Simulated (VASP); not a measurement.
# NbPO4 (F-43m) in VASP: single point with PBE

Aim: the single point of NbPO4 with PBE.

Everything below comes from runs of VASP 6.6.1. Logs are shortened: lines on timing, memory, paths and dates and some standing lists are left out, and cuts for length are marked.

**1. The cell of the first run**

The structure is cubic, space group F-43m (No. 216). Conventional cell: a = 7.766 Å, b = 7.766 Å, c = 7.766 Å, α = 90.00°, β = 90.00°, γ = 90.00°. Within 2.4 Å of Nb (site symmetry -43m) lie 4 O at 1.84 Å. P (site symmetry -43m) has 12 O at 3.20 Å and 6 Nb at 3.88 Å within 4.2 Å. O (site symmetry 3m) has 1 Nb at 1.84 Å and 3 O at 2.48 Å within 2.5 Å.

The cell was built from a structure type or drawn by symmetry, and may not be a known phase.

**2. Single point, PBE, collinear spin, ferrimagnetic start**

The input, INCAR:

```
PREC     = Accurate       # precision mode
ENCUT    = 520            # plane-wave cutoff, eV
EDIFF    = 1E-6           # SCF threshold, eV
ISMEAR   = 0              # smearing method
SIGMA    = 0.1            # smearing width, eV
LREAL    = False          # projectors in reciprocal space
LASPH    = True           # aspherical terms in the spheres
NELM     = 150            # most SCF steps
ALGO     = Fast           # electronic algorithm
ISIF     = 2              # what is computed and relaxed
LWAVE    = False          # write WAVECAR
LCHARG   = False          # write CHGCAR
ISPIN    = 2              # spin polarisation
MAGMOM   = 0 1.55 -0.44 -0.44 -0.44 -0.44 # initial moments
LORBIT   = 11             # projections on sites
LMAXMIX  = 4              # l up to which the mixer works
GGA      = PE             # functional
NBANDS   = 34             # bands
```

The input, KPOINTS:

```
regular mesh
0
Gamma
  8 8 8
```

The input, POSCAR:

```
NbPO4
1.0
    0.0000000000      3.8827692702      3.8827692702
    3.8827692702      0.0000000000      3.8827692702
    3.8827692702      3.8827692702      0.0000000000
Nb P O
1 1 4
Direct
    0.0000000000      0.0000000000      0.0000000000
    0.5000000000      0.5000000000      0.5000000000
    0.8629797179      0.8629797179      0.4110608462
    0.8629797179      0.4110608462      0.8629797179
    0.4110608462      0.8629797179      0.8629797179
    0.8629797179      0.8629797179      0.8629797179
```

Potentials or basis: VASP PAW PBE potentials, release 64 (Nb_sv, P, O).

The run is started by

```
cat potpaw_PBE.64/Nb_sv/POTCAR potpaw_PBE.64/P/POTCAR potpaw_PBE.64/O/POTCAR > POTCAR
mpirun -np 1 vasp_std > vasp.out
```

OUTCAR:

```text
PREC = Accurate
   ENCUT = 520
   EDIFF = 1E-6
   ISMEAR = 0
   LREAL = False
   LASPH = True
   NELM = 150
   ISIF = 2
   ISPIN = 2
   LORBIT = 11
   GGA = PE

 ion  position               nearest neighbor table
   1  0.000  0.000  0.000-   3 1.84   4 1.84   5 1.84   6 1.84
   2  0.500  0.500  0.500-
   3  0.863  0.863  0.411-   1 1.84
   4  0.863  0.411  0.863-   1 1.84
   5  0.411  0.863  0.863-   1 1.84
   6  0.863  0.863  0.863-   1 1.84

  LATTYP: Found a face centered cubic cell.
 ALAT       =     7.7655385404

  Lattice vectors:

 A1 = (   0.0000000000,   3.8827692702,   3.8827692702)
 A2 = (   3.8827692702,   0.0000000000,   3.8827692702)
 A3 = (   3.8827692702,   3.8827692702,   0.0000000000)

Analysis of symmetry for initial positions (statically):
=====================================================================
 Subroutine PRICEL returns:
 Original cell was already a primitive cell.

 Routine SETGRP: Setting up the symmetry group for a
 face centered cubic supercell.

 Subroutine GETGRP returns: Found 24 space group operations
 (whereof 24 operations were pure point group operations)
 out of a pool of 48 trial point group operations.

The static configuration has the point symmetry T_d .

Analysis of symmetry for dynamics (positions and initial velocities):
=====================================================================
 Subroutine PRICEL returns:
 Original cell was already a primitive cell.

 Routine SETGRP: Setting up the symmetry group for a
 face centered cubic supercell.

 Subroutine GETGRP returns: Found 24 space group operations
 (whereof 24 operations were pure point group operations)
 out of a pool of 48 trial point group operations.

The dynamic configuration has the point symmetry T_d .

Analysis of structural, dynamic, and magnetic symmetry:
=====================================================================
 Subroutine PRICEL returns:
 Original cell was already a primitive cell.

 Routine SETGRP: Setting up the symmetry group for a
 face centered cubic supercell.

 Subroutine GETGRP returns: Found 24 space group operations
 (whereof 24 operations were pure point group operations)
 out of a pool of 48 trial point group operations.

The overall configuration has the point symmetry T_d .

 Subroutine INISYM returns: Found 24 space group operations
 (whereof 24 operations are pure point group operations),
 and found     1 'primitive' translations

----------------------------------------------------------------------------------------

                                     Primitive cell

  volume of cell :     117.0725

  direct lattice vectors                    reciprocal lattice vectors
     0.000000000  3.882769270  3.882769270    -0.128774070  0.128774070  0.128774070
     3.882769270  0.000000000  3.882769270     0.128774070 -0.128774070  0.128774070
     3.882769270  3.882769270  0.000000000     0.128774070  0.128774070 -0.128774070

  length of vectors
     5.491064961  5.491064961  5.491064961     0.223043231  0.223043231  0.223043231

  position of ions in fractional coordinates (direct lattice)
     0.000000000  0.000000000  0.000000000
     0.500000000  0.500000000  0.500000000
     0.862979718  0.862979718  0.411060846
     0.862979718  0.411060846  0.862979718
     0.411060846  0.862979718  0.862979718
     0.862979718  0.862979718  0.862979718

  ion indices of the primitive-cell ions
   primitive index   ion index
                 1           1
                 2           2
                 3           3
                 4           4
                 5           5
                 6           6

----------------------------------------------------------------------------------------

 KPOINTS: regular mesh

Automatic generation of k-mesh.
 Grid dimensions read from file:
 generate k-points for:    8    8    8

 Generating k-lattice:

  Cartesian coordinates                     Fractional coordinates (reciprocal lattice)
[... 39 lines left out ...]
  0.500000  0.250000  0.125000     48.000000
 -0.375000  0.250000  0.125000     24.000000
 [... further k-points ...]
   k-points           NKPTS =     29   k-points in BZ     NKDIM =     29   number of bands    NBANDS=     34
   number of dos      NEDOS =    301   number of ions     NIONS =      6
   total plane-waves  NPLWV =  74088
   dimension x,y,z NGX =    42 NGY =   42 NGZ =   42
   dimension x,y,z NGXF=    84 NGYF=   84 NGZF=   84
   ions per type =               1   1   4
   NGX,Y,Z   is equivalent  to a cutoff of  12.72, 12.72, 12.72 a.u.
   NGXF,Y,Z  is equivalent  to a cutoff of  25.43, 25.43, 25.43 a.u.
 SYSTEM =  unknown system
   PREC   = accura    normal or accurate (medium, high low for compatibility)
   ISTART =      0    job   : 0-new  1-cont  2-samecut
   ICHARG =      2    charge: 1-file 2-atom 10-const
   ISPIN  =      2    spin polarized calculation?
   LNONCOLLINEAR =      F non collinear calculations
   LSORBIT =      F    spin-orbit coupling
   LASPH  =      T    aspherical Exc in radial PAW
   ENCUT  =  520.0 eV  38.22 Ry    6.18 a.u.  10.21 10.21 10.21*2*pi/ulx,y,z
   NELM   =    150;   NELMIN=  2; NELMDL= -5     # of ELM steps
   EDIFF  = 0.1E-05   stopping-criterion for ELM
   LREAL  =      F    real-space projection
   EDIFFG = 0.1E-04   stopping-criterion for IOM
   NSW    =      0    number of steps for IOM
   IBRION =     -1    ionic relax: 0-MD 1-quasi-New 2-CG
   NFREE  =      0    steps in history (QN), initial steepest desc. (CG)
   ISIF   =      2    stress and relaxation
   ISYM   =      2    0-nonsym 1-usesym 2-fastsym
   POTIM  = 0.5000    time-step for ionic-motion
   TEBEG  =    0.0;   TEEND  =   0.0 temperature during run
   PSTRESS=    0.0 pullay stress
   NELECT =      42.0000    total number of electrons
   NUPDOWN=      -1.0000    fix difference up-down
   EMIN   =  10.00;   EMAX   =-10.00  energy-range for DOS
   EFERMI =   0.00;   METHOD = LEGACY
   ISMEAR =     0;   SIGMA  =   0.10  broadening in eV -4-tet -1-fermi 0-gaus
   EFERMI_NEDOS =   21; number of points for ismear=-14 and -15
   IALGO  =     68    algorithm
   IMIX   =      4    mixing-type and parameters
     AMIX     =   0.40;   BMIX     =  1.00
     AMIX_MAG =   1.60;   BMIX_MAG =  1.00
  volume/ion in A,a.u.               =      19.51       131.67
  Fermi-wavevector in a.u.,A,eV,Ry     =   1.163250  2.198224 18.410727  1.353150
  Thomas-Fermi vector in A             =   2.299802
   LORBIT       =     11    0 simple, 1 ext, 2 COOP (PROOUT), +10 PAW based schemes
   GGA     = PE    functional components
   LHFCALC =     F    Hartree Fock is set to
   AEXX    =    0.0000 exact exchange contribution
   IVDW    =     0    specifies the selected vdW correction
   LEPSILON=     F    determine dielectric tensor
   LRPA    =     F    only Hartree local field effects (RPA)
 spin polarized calculation
 RMM-DIIS sequential band-by-band and
 Gauss-broadening in eV      SIGMA  =   0.10
  energy-cutoff  :      520.00
  volume of cell :      117.07
 maximum number of plane-waves:      3180
 NGX is ok and might be reduce to    42
   NGX = 21   NGY = 21   NGZ = 21

 number of electron      42.0000002 magnetization      -0.0185826

 number of electron      42.0000002 magnetization       0.0008802

 Free energy of the ion-electron system (eV)
  ---------------------------------------------------
  ext. energy  EPLUGINS =         0.00000000
  ---------------------------------------------------
  free energy    TOTEN  =       -36.38143927 eV

  energy without entropy =      -36.33569493  energy(sigma->0) =      -36.35856710

 E-fermi :   0.1771     XC(G=0):  -8.3200

 val. band max:        0.1720086570   @ k =  -0.3750   0.2500   0.0000
 cond. band min:       0.2000301357   @ k =   0.2500   0.2500   0.0000
 fundamental gap:      0.0280214786
 Fermi energy:         0.1771400320

 spin component 1

 k-point     1 :       0.0000    0.0000    0.0000
  band No.  band energies     occupation
      1     -53.3642      1.00000
      2     -29.8080      1.00000
      3     -29.8080      1.00000
      4     -29.8080      1.00000
      5     -16.4411      1.00000
      6     -15.2689      1.00000
[... 853 lines left out ...]
     32      10.2170      0.00000
     33      10.4985      0.00000

 [... further k-points ...]

 spin component 2

 k-point     1 :       0.0000    0.0000    0.0000
  band No.  band energies     occupation
      1     -53.3642      1.00000
      2     -29.8080      1.00000
      3     -29.8080      1.00000
      4     -29.8080      1.00000
      5     -16.4408      1.00000
      6     -15.2686      1.00000
[... 853 lines left out ...]
     32      10.2172      0.00000
     33      10.4896      0.00000

 [... further k-points ...]

 [bands above 33 left out]

------------------------ aborting loop because EDIFF is reached ----------------------------------------

  FORCE on cell =-STRESS in cart. coord.  units (eV):
  Direction    XX          YY          ZZ          XY          YZ          ZX
  --------------------------------------------------------------------------------------
  -------------------------------------------------------------------------------------
  Total       -1.5712896     -1.5712896     -1.5712896      0.0000000     -0.0000000      0.0000000
  in kB      -21.5036443    -21.5036443    -21.5036443      0.0000000     -0.0000000      0.0000000
  external PRESSURE =     -21.5036443 kB  Pullay stress =       0.0000000 kB

 VOLUME and BASIS-vectors are now :
 -----------------------------------------------------------------------------
  energy-cutoff  :      520.00
  volume of cell :      117.07
      direct lattice vectors                 reciprocal lattice vectors
     0.000000000  3.882769270  3.882769270    -0.128774070  0.128774070  0.128774070
     3.882769270  0.000000000  3.882769270     0.128774070 -0.128774070  0.128774070
     3.882769270  3.882769270  0.000000000     0.128774070  0.128774070 -0.128774070

 POSITION                                       TOTAL-FORCE (eV/Angst)
 -----------------------------------------------------------------------------------
      0.00000      0.00000      0.00000         0.000000      0.000000      0.000000
      3.88277      3.88277      3.88277         0.000000      0.000000      0.000000
      4.94681      4.94681      6.70150         0.033090      0.033090     -0.033090
      4.94681      6.70150      4.94681         0.033090     -0.033090      0.033090
      6.70150      4.94681      4.94681        -0.033090      0.033090      0.033090
      6.70150      6.70150      6.70150        -0.033090     -0.033090     -0.033090
 -----------------------------------------------------------------------------------
    total drift:                                0.000001      0.000001      0.000001

  FREE ENERGIE OF THE ION-ELECTRON SYSTEM (eV)
  ---------------------------------------------------
  free  energy   TOTEN  =       -36.3814392737 eV

  energy  without entropy=      -36.3356949335  energy(sigma->0) =      -36.35856710

 total charge

# of ion       s       p       d       tot
------------------------------------------
    1        2.247   6.091   2.552  10.890
    2        1.218   0.910   0.000   2.127
    3        1.612   3.264   0.000   4.876
    4        1.612   3.264   0.000   4.876
    5        1.612   3.264   0.000   4.876
    6        1.612   3.264   0.000   4.876
--------------------------------------------------
tot          9.914  20.056   2.552  32.522

 magnetization (x)

# of ion       s       p       d       tot
------------------------------------------
    1       -0.000   0.000  -0.000  -0.000
    2        0.000   0.000   0.000   0.000
    3        0.000   0.000   0.000   0.000
    4        0.000   0.000   0.000   0.000
    5        0.000   0.000   0.000   0.000
    6        0.000   0.000   0.000   0.000
--------------------------------------------------
tot         -0.000   0.001  -0.000   0.001
```

It took 8.9 min on 1 thread of Intel Xeon Platinum 8488C (Sapphire Rapids), shared host; peak memory 0.42 GiB.

What came out:

- Free energy: -36.3814 eV
- Pressure: -2.2 GPa
- Largest force: 0.057 eV/Å
- Net moment: 0.00 μB per cell
- Valence electrons inside the program's atomic spheres: Nb 10.89; P 2.13; O 4.88

Forces in eV/Å, atoms in the order of the input:
```
Nb   0.000  0.000  0.000
P    0.000  0.000  0.000
O    0.033  0.033 -0.033
O    0.033 -0.033  0.033
O   -0.033  0.033  0.033
O   -0.033 -0.033 -0.033
```
